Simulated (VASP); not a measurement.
# TaN (P-62m) in VASP: a series of runs

Runs on TaN. Level: PBE. Tasks: electric field gradients.

All numbers are computed with VASP 6.6.1; they aren't measurements. Logs are shortened: lines on timing, memory, paths and dates and some standing lists are left out, and cuts for length are marked.

## Step 1: The cell of the first run

The structure is hexagonal, space group P-62m (No. 189). Conventional cell: a = 5.300 Å, b = 5.300 Å, c = 2.911 Å, α = 90.00°, β = 90.00°, γ = 120.00°. Within 2.9 Å of Ta (site symmetry -6) lie 6 N at 2.19 Å. Ta (site symmetry -62m) has 3 N at 2.08 Å within 2.8 Å. Within 2.8 Å of N (site symmetry m2m) lie 5 Ta at 2.08 to 2.19 Å.

## Step 2: Electric field gradients, PBE (equal xx and yy strain of +2 %)

Input file INCAR:

```
  PREC = Accurate
  ENCUT = 520
  EDIFF = 1E-8
  ISMEAR = -1
  SIGMA = 0.01
  LREAL = F
  LASPH = T
  NELM = 80
  ALGO = Normal
  ISIF = 2
  LWAVE = F
  LCHARG = F
  GGA = PE
  LEFG = T
  NBANDS = 33
```

Input file KPOINTS:

```
regular mesh
0
Gamma
  6 6 9
```

Input file POSCAR:

```
TaN
1.0
    5.2999208842      0.0000000000      0.0000000000
   -2.6499604421      4.5898661238      0.0000000000
    0.0000000000      0.0000000000      2.9110000000
Ta N
3 3
Direct
    0.3333333333      0.6666666667      0.5000000000
    0.6666666667      0.3333333333      0.5000000000
    0.0000000000      0.0000000000      0.0000000000
    0.3928500000      0.0000000000      0.0000000000
    0.6071500000      0.6071500000      0.0000000000
    0.0000000000      0.3928500000      0.0000000000
```

Potentials or basis: VASP PAW PBE potentials, release 64 (Ta_pv, N).

Run with:

```
> cat potpaw_PBE.64/Ta_pv/POTCAR potpaw_PBE.64/N/POTCAR > POTCAR
> mpirun -np 1 vasp_std > vasp.out
```

OUTCAR:

```text
PREC = Accurate
   ENCUT = 520
   EDIFF = 1E-8
   ISMEAR = -1
   LREAL = F
   LASPH = T
   NELM = 80
   ISIF = 2
   GGA = PE

 ion  position               nearest neighbor table
   1  0.333  0.667  0.500-   4 2.19   4 2.19   6 2.19   6 2.19   5 2.19   5 2.19   2 3.06   2 3.06
                             2 3.06   3 3.39   3 3.39   3 3.39   3 3.39   3 3.39   3 3.39
   2  0.667  0.333  0.500-   6 2.19   6 2.19   4 2.19   4 2.19   5 2.19   5 2.19   1 3.06   1 3.06
                             1 3.06   3 3.39   3 3.39   3 3.39   3 3.39   3 3.39   3 3.39
   3  0.000  0.000  0.000-   4 2.08   5 2.08   6 2.08   2 3.39   1 3.39   1 3.39   2 3.39   2 3.39
                             2 3.39   1 3.39   1 3.39   2 3.39   2 3.39   1 3.39   1 3.39
   4  0.393  0.000  0.000-   3 2.08   1 2.19   1 2.19   2 2.19   2 2.19
   5  0.607  0.607  0.000-   3 2.08   1 2.19   1 2.19   2 2.19   2 2.19
   6  0.000  0.393  0.000-   3 2.08   2 2.19   2 2.19   1 2.19   1 2.19

  LATTYP: Found a hexagonal cell.
 ALAT       =     5.2999208842
 C/A-ratio  =     0.5492534820

  Lattice vectors:

 A1 = (   5.2999208842,   0.0000000000,   0.0000000000)
 A2 = (  -2.6499604421,   4.5898661238,   0.0000000000)
 A3 = (   0.0000000000,   0.0000000000,   2.9110000000)

Analysis of symmetry for initial positions (statically):
=====================================================================
 Subroutine PRICEL returns:
 Original cell was already a primitive cell.

 Routine SETGRP: Setting up the symmetry group for a
 hexagonal supercell.

 Subroutine GETGRP returns: Found 12 space group operations
 (whereof 12 operations were pure point group operations)
 out of a pool of 24 trial point group operations.

The static configuration has the point symmetry D_3h.

Analysis of symmetry for dynamics (positions and initial velocities):
=====================================================================
 Subroutine PRICEL returns:
 Original cell was already a primitive cell.

 Routine SETGRP: Setting up the symmetry group for a
 hexagonal supercell.

 Subroutine GETGRP returns: Found 12 space group operations
 (whereof 12 operations were pure point group operations)
 out of a pool of 24 trial point group operations.

The dynamic configuration has the point symmetry D_3h.

 Subroutine INISYM returns: Found 12 space group operations
 (whereof 12 operations are pure point group operations),
 and found     1 'primitive' translations

----------------------------------------------------------------------------------------

                                     Primitive cell

  volume of cell :      70.8128

  direct lattice vectors                    reciprocal lattice vectors
     5.299920884  0.000000000  0.000000000     0.188682062  0.108935639  0.000000000
    -2.649960442  4.589866124  0.000000000     0.000000000  0.217871278  0.000000000
     0.000000000  0.000000000  2.911000000     0.000000000  0.000000000  0.343524562

  length of vectors
     5.299920884  5.299920884  2.911000000     0.217871278  0.217871278  0.343524562

  position of ions in fractional coordinates (direct lattice)
     0.333333333  0.666666667  0.500000000
     0.666666667  0.333333333  0.500000000
     0.000000000  0.000000000  0.000000000
     0.392850000  0.000000000  0.000000000
     0.607150000  0.607150000  0.000000000
     0.000000000  0.392850000  0.000000000

  ion indices of the primitive-cell ions
   primitive index   ion index
                 1           1
                 2           2
                 3           3
                 4           4
                 5           5
                 6           6

----------------------------------------------------------------------------------------

 KPOINTS: regular mesh

Automatic generation of k-mesh.
 Grid dimensions read from file:
[... 61 lines left out ...]
   LSORBIT =      F    spin-orbit coupling
   LASPH  =      T    aspherical Exc in radial PAW
   ENCUT  =  520.0 eV  38.22 Ry    6.18 a.u.   9.85  9.85  5.41*2*pi/ulx,y,z
   NELM   =     80;   NELMIN=  2; NELMDL= -5     # of ELM steps
   EDIFF  = 0.1E-07   stopping-criterion for ELM
   LREAL  =      F    real-space projection
   EDIFFG = 0.1E-06   stopping-criterion for IOM
   NSW    =      0    number of steps for IOM
   IBRION =     -1    ionic relax: 0-MD 1-quasi-New 2-CG
   NFREE  =      0    steps in history (QN), initial steepest desc. (CG)
   ISIF   =      2    stress and relaxation
   ISYM   =      2    0-nonsym 1-usesym 2-fastsym
   POTIM  = 0.5000    time-step for ionic-motion
   TEBEG  =    0.0;   TEEND  =   0.0 temperature during run
   PSTRESS=    0.0 pullay stress
   NELECT =      48.0000    total number of electrons
   NUPDOWN=      -1.0000    fix difference up-down
   EMIN   =  10.00;   EMAX   =-10.00  energy-range for DOS
   EFERMI =   0.00;   METHOD = LEGACY
   ISMEAR =    -1;   SIGMA  =   0.01  broadening in eV -4-tet -1-fermi 0-gaus
   EFERMI_NEDOS =   21; number of points for ismear=-14 and -15
   IALGO  =     38    algorithm
   IMIX   =      4    mixing-type and parameters
     AMIX     =   0.40;   BMIX     =  1.00
     AMIX_MAG =   1.60;   BMIX_MAG =  1.00
  volume/ion in A,a.u.               =      11.80        79.64
  Fermi-wavevector in a.u.,A,eV,Ry     =   1.438085  2.717588 28.138071  2.068090
  Thomas-Fermi vector in A             =   2.557091
   LORBIT       =      0    0 simple, 1 ext, 2 COOP (PROOUT), +10 PAW based schemes
   GGA     = PE    functional components
   LHFCALC =     F    Hartree Fock is set to
   AEXX    =    0.0000 exact exchange contribution
   IVDW    =     0    specifies the selected vdW correction
   LEPSILON=     F    determine dielectric tensor
   LRPA    =     F    only Hartree local field effects (RPA)
 non-spin polarized calculation
  energy-cutoff  :      520.00
  volume of cell :       70.81
 maximum number of plane-waves:      1932
 NGX is ok and might be reduce to    40
   NGX = 19   NGY = 19   NGZ = 11

 number of electron      47.9999999 magnetization

 Free energy of the ion-electron system (eV)
  ---------------------------------------------------
  ext. energy  EPLUGINS =         0.00000000
  ---------------------------------------------------
  free energy    TOTEN  =       -67.44118891 eV

  energy without entropy =      -67.44077750  energy(sigma->0) =      -67.44098321

 E-fermi :   7.8826     XC(G=0): -12.7897

 val. band max:        7.8638397069   @ k =   0.1667   0.0000   0.2222
 cond. band min:       7.9046996299   @ k =   0.1667   0.0000   0.0000
 fundamental gap:      0.0408599230
 Fermi energy:         7.8826222898

 k-point     1 :       0.0000    0.0000    0.0000
  band No.  band energies     occupation
      1     -28.3345      2.00000
      2     -28.3345      2.00000
      3     -28.0301      2.00000
      4     -28.0301      2.00000
      5     -27.8345      2.00000
      6     -27.7504      2.00000
[... 853 lines left out ...]
     32      11.4023      0.00000
     33      12.6541      0.00000

 [... further k-points ...]

------------------------ aborting loop because EDIFF is reached ----------------------------------------

  FORCE on cell =-STRESS in cart. coord.  units (eV):
  Direction    XX          YY          ZZ          XY          YZ          ZX
  --------------------------------------------------------------------------------------
  -------------------------------------------------------------------------------------
  Total       -3.8086569     -3.8086569     -0.7818886      0.0000000      0.0000000     -0.0000000
  in kB      -86.1729225    -86.1729225    -17.6906519      0.0000000      0.0000000     -0.0000000
  external PRESSURE =     -63.3454990 kB  Pullay stress =       0.0000000 kB

 VOLUME and BASIS-vectors are now :
 -----------------------------------------------------------------------------
  energy-cutoff  :      520.00
  volume of cell :       70.81
      direct lattice vectors                 reciprocal lattice vectors
     5.299920884  0.000000000  0.000000000     0.188682062  0.108935639  0.000000000
    -2.649960442  4.589866124  0.000000000     0.000000000  0.217871278  0.000000000
     0.000000000  0.000000000  2.911000000     0.000000000  0.000000000  0.343524562

 POSITION                                       TOTAL-FORCE (eV/Angst)
 -----------------------------------------------------------------------------------
     -0.00000      3.05991      1.45550        -0.000000     -0.000000      0.000000
      2.64996      1.52996      1.45550         0.000000     -0.000000      0.000000
      0.00000      0.00000      0.00000        -0.000000     -0.000000      0.000000
      2.08207      0.00000      0.00000        -0.204302     -0.000000      0.000000
      1.60892      2.78674      0.00000         0.102151      0.176931      0.000000
     -1.04104      1.80313      0.00000         0.102151     -0.176931      0.000000
 -----------------------------------------------------------------------------------
    total drift:                               -0.000001     -0.000002      0.000001

  FREE ENERGIE OF THE ION-ELECTRON SYSTEM (eV)
  ---------------------------------------------------
  free  energy   TOTEN  =       -67.4411889127 eV

  energy  without entropy=      -67.4407775009  energy(sigma->0) =      -67.44098321

 Electric field gradients (V/A^2)
---------------------------------------------------------------------
 ion       V_xx      V_yy      V_zz      V_xy      V_xz      V_yz
---------------------------------------------------------------------
   1      98.918    98.918  -197.835     0.000     0.000     0.000
   2      98.918    98.918  -197.835     0.000     0.000    -0.000
   3     -66.265   -66.264   132.529     0.000    -0.000    -0.000
   4     -13.255     5.779     7.476    -0.001    -0.000     0.000
   5       1.021    -8.497     7.476    -8.242     0.000    -0.000
   6       1.021    -8.497     7.476     8.241    -0.000    -0.000
---------------------------------------------------------------------

 Electric field gradients after diagonalization (V/A^2)
 (convention: |V_zz| > |V_xx| > |V_yy|)
----------------------------------------------------------------------
 ion       V_xx      V_yy      V_zz     asymmetry (V_yy - V_xx)/ V_zz
----------------------------------------------------------------------
   1      98.918    98.917  -197.835       0.000
   2      98.918    98.917  -197.835       0.000
   3     -66.265   -66.264   132.529       0.000
   4       7.476     5.779   -13.255       0.128
   5       7.476     5.780   -13.255       0.128
   6       7.476     5.779   -13.255       0.128
----------------------------------------------------------------------

           NMR quadrupolar parameters

 Cq : quadrupolar parameter    Cq=e*Q*V_zz/h
 eta: asymmetry parameters     (V_yy - V_xx)/ V_zz
 Q  : nuclear electric quadrupole moment in mb (millibarn)
----------------------------------------------------------------------
 ion       Cq(MHz)       eta       Q (mb)
----------------------------------------------------------------------
   1      -0.478       0.000       1.000
   2      -0.478       0.000       1.000
   3       0.320       0.000       1.000
   4      -0.032       0.128       1.000
   5      -0.032       0.128       1.000
   6      -0.032       0.128       1.000
----------------------------------------------------------------------
```

Wall time 83 s (1 thread of Intel Xeon Platinum 8488C (Sapphire Rapids), shared host); peak memory 0.22 GiB.

Results:

```
Free energy            : -67.4412 eV
Pressure               : -6.3 GPa
Largest force          : 0.204 eV/Å
Band gap on the k mesh : zero (band 24 reaches 9.61 eV, above the bottom of band 25 at 6.61 eV)
```

Forces in eV/Å, atoms in the order of the input:
```
Ta   0.000  0.000  0.000
Ta   0.000  0.000  0.000
Ta   0.000  0.000  0.000
N   -0.204  0.000  0.000
N    0.102  0.177  0.000
N    0.102 -0.177  0.000
```

Electric field gradients, principal values (V/Å²):
```
atom    least   middle  greatest (by size)
1 Ta   98.917   98.918            -197.835
2 Ta   98.917   98.918            -197.835
3 Ta  -66.264  -66.265             132.529
 4 N    5.779    7.476             -13.255
 5 N    5.780    7.476             -13.255
 6 N    5.779    7.476             -13.255
```

Caveat: the cell differs from its parent crystal (equal xx and yy strain of +2 %); without QUAD_EFG the Cq values of the log hold for a quadrupole moment of 1 mb, not for the nuclei; spin-orbit coupling is left out, which moves the levels of the heavy elements.

## Step 3: Electric field gradients, PBE (equal xx and yy strain of +2 %)

Input file INCAR:

```
SYSTEM = TaN
PREC = Accurate
ENCUT = 520
EDIFF = 1E-8
ISMEAR = -1
SIGMA = 0.01
LREAL = .FALSE.
LASPH = .TRUE.
NELM = 80
ALGO = Normal
ISIF = 2
LWAVE = .FALSE.
LCHARG = .FALSE.
GGA = PE
LEFG = .TRUE.
NBANDS = 33
```

Input file KPOINTS:

```
Automatic mesh
0
G
  6 6 9
  0 0 0
```

POSCAR is that of step 2.

Potentials or basis: VASP PAW PBE potentials, release 64 (Ta_pv, N).

Run with:

```
> cat potpaw_PBE.64/Ta_pv/POTCAR potpaw_PBE.64/N/POTCAR > POTCAR
> mpirun -np 1 vasp_std > vasp.out
```

OUTCAR:

```text
SYSTEM = TaN
   PREC = Accurate
   ENCUT = 520
   EDIFF = 1E-8
   ISMEAR = -1
   LREAL = .FALSE.
   LASPH = .TRUE.
   NELM = 80
   ISIF = 2
   GGA = PE

 ion  position               nearest neighbor table
   1  0.333  0.667  0.500-   4 2.19   4 2.19   6 2.19   6 2.19   5 2.19   5 2.19   2 3.06   2 3.06
                             2 3.06   3 3.39   3 3.39   3 3.39   3 3.39   3 3.39   3 3.39
   2  0.667  0.333  0.500-   6 2.19   6 2.19   4 2.19   4 2.19   5 2.19   5 2.19   1 3.06   1 3.06
                             1 3.06   3 3.39   3 3.39   3 3.39   3 3.39   3 3.39   3 3.39
   3  0.000  0.000  0.000-   4 2.08   5 2.08   6 2.08   2 3.39   1 3.39   1 3.39   2 3.39   2 3.39
                             2 3.39   1 3.39   1 3.39   2 3.39   2 3.39   1 3.39   1 3.39
   4  0.393  0.000  0.000-   3 2.08   1 2.19   1 2.19   2 2.19   2 2.19
   5  0.607  0.607  0.000-   3 2.08   1 2.19   1 2.19   2 2.19   2 2.19
   6  0.000  0.393  0.000-   3 2.08   2 2.19   2 2.19   1 2.19   1 2.19

  LATTYP: Found a hexagonal cell.
 ALAT       =     5.2999208842
 C/A-ratio  =     0.5492534820

  Lattice vectors:

 A1 = (   5.2999208842,   0.0000000000,   0.0000000000)
[... 1086 lines left out ...]
    total drift:                               -0.000001     -0.000002      0.000001

  FREE ENERGIE OF THE ION-ELECTRON SYSTEM (eV)
  ---------------------------------------------------
  free  energy   TOTEN  =       -67.4411889127 eV

  energy  without entropy=      -67.4407775009  energy(sigma->0) =      -67.44098321

 Electric field gradients (V/A^2)
---------------------------------------------------------------------
 ion       V_xx      V_yy      V_zz      V_xy      V_xz      V_yz
---------------------------------------------------------------------
   1      98.918    98.918  -197.835     0.000     0.000     0.000
   2      98.918    98.918  -197.835     0.000     0.000    -0.000
   3     -66.265   -66.264   132.529     0.000    -0.000    -0.000
   4     -13.255     5.779     7.476    -0.001    -0.000     0.000
   5       1.021    -8.497     7.476    -8.242     0.000    -0.000
   6       1.021    -8.497     7.476     8.241    -0.000    -0.000
---------------------------------------------------------------------

 Electric field gradients after diagonalization (V/A^2)
 (convention: |V_zz| > |V_xx| > |V_yy|)
----------------------------------------------------------------------
 ion       V_xx      V_yy      V_zz     asymmetry (V_yy - V_xx)/ V_zz
----------------------------------------------------------------------
   1      98.918    98.917  -197.835       0.000
   2      98.918    98.917  -197.835       0.000
   3     -66.265   -66.264   132.529       0.000
   4       7.476     5.779   -13.255       0.128
   5       7.476     5.780   -13.255       0.128
   6       7.476     5.779   -13.255       0.128
----------------------------------------------------------------------

           NMR quadrupolar parameters

 Cq : quadrupolar parameter    Cq=e*Q*V_zz/h
 eta: asymmetry parameters     (V_yy - V_xx)/ V_zz
 Q  : nuclear electric quadrupole moment in mb (millibarn)
----------------------------------------------------------------------
 ion       Cq(MHz)       eta       Q (mb)
----------------------------------------------------------------------
   1      -0.478       0.000       1.000
   2      -0.478       0.000       1.000
   3       0.320       0.000       1.000
   4      -0.032       0.128       1.000
   5      -0.032       0.128       1.000
   6      -0.032       0.128       1.000
----------------------------------------------------------------------
```

It took 86 s on 1 thread of Intel Xeon Platinum 8488C (Sapphire Rapids), shared host; peak memory 0.22 GiB.

What came out:

| Property | Result |
| --- | --- |
| Free energy | -67.4412 eV |
| Pressure | -6.3 GPa |
| Largest force | 0.204 eV/Å |
| Band gap on the k mesh | zero (band 24 reaches 9.61 eV, above the bottom of band 25 at 6.61 eV) |

Forces in eV/Å, atoms in the order of the input:
```
Ta   0.000  0.000  0.000
Ta   0.000  0.000  0.000
Ta   0.000  0.000  0.000
N   -0.204  0.000  0.000
N    0.102  0.177  0.000
N    0.102 -0.177  0.000
```

Electric field gradients, principal values (V/Å²):
```tsv
atom	least	middle	greatest (by size)
1 Ta	98.917	98.918	-197.835
2 Ta	98.917	98.918	-197.835
3 Ta	-66.264	-66.265	132.529
4 N	5.779	7.476	-13.255
5 N	5.780	7.476	-13.255
6 N	5.779	7.476	-13.255
```

Caveat: the cell differs from its parent crystal (equal xx and yy strain of +2 %); without QUAD_EFG the Cq values of the log hold for a quadrupole moment of 1 mb, not for the nuclei; spin-orbit coupling is left out, which moves the levels of the heavy elements.

[end of part 1 of 2]
